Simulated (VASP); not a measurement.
Crystal: BN.

```xyz
4
Lattice="2.5008 0.0000 0.0000 -1.2504 2.1658 0.0000 0.0000 0.0000 6.8931" Properties=species:S:1:pos:R:3 pbc="T T T"
B     0.0000    1.4439    1.7233
B     1.2504    0.7219    5.1699
N     1.2504    0.7219    1.7233
N     0.0000    1.4439    5.1699
```

Program: VASP 6.6.1. Alike in all runs: task single point; potentials or basis VASP PAW PBE potentials, release 64 (B, N); no spin polarisation; cell as given; cutoff (eV) 520; smearing gaussian 0.01 eV.

Q: Order these runs on this cell by their band gap on the k mesh, lowest first.
A. level PBEsol; k mesh 9 × 9 × 4
B. level r2SCAN50; k mesh 6 × 6 × 2; grid for exact exchange (PRECFOCK) Normal
C. level r2SCAN; k mesh 4 × 4 × 4
D. level HSE06; k mesh 6 × 6 × 2; grid for exact exchange (PRECFOCK) Normal; screening parameter 0.2079 1/Å
E. level r2SCAN; k mesh 9 × 9 × 4

A: A (4.35 eV), E (5.06 eV), C (5.45 eV), D (5.64 eV), B (8.73 eV).

Caveats: some runs use coarse meshes.

A k mesh can miss the band edges, odd and even meshes differently.
